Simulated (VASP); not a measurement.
The system is BeH2.

```xyz
3
Lattice="0.0000 2.0364 2.0364 2.0364 0.0000 2.0364 2.0364 2.0364 0.0000" Properties=species:S:1:pos:R:3 pbc="T T T"
Be    0.0000    0.0000    0.0000
H     1.0182    1.0182    1.0182
H     3.0547    3.0547    3.0547
```

Base run:

| Item | Value |
| --- | --- |
| Program | VASP 6.6.1 |
| Functional | r2SCAN |
| Potentials or basis | VASP PAW PBE potentials, release 64 (Be, H) |
| Cutoff | 660 eV |
| k mesh | 8 × 8 × 8 |
| Occupations | fermi-dirac, width 0.1019 eV |
| Spin | no spin polarisation |

Its results: band gap on the k mesh zero (band 2 reaches 8.26 eV, above the bottom of band 3 at 3.88 eV); pressure -7.7 GPa.

The run is repeated on the same cell with these changes: dispersion from none to D4. What comes out?

Band gap on the k mesh zero (band 2 reaches 8.26 eV, above the bottom of band 3 at 3.88 eV); pressure -8.1 GPa.

Dispersion adds attraction, which lowers the pressure at fixed volume and, as a term added to the energy, leaves the levels alone.

Caveats: the PAW data sets were made with another functional, which shifts forces and pressure a little; pairwise dispersion overbinds metals, which lowers pressure and volume (some runs).
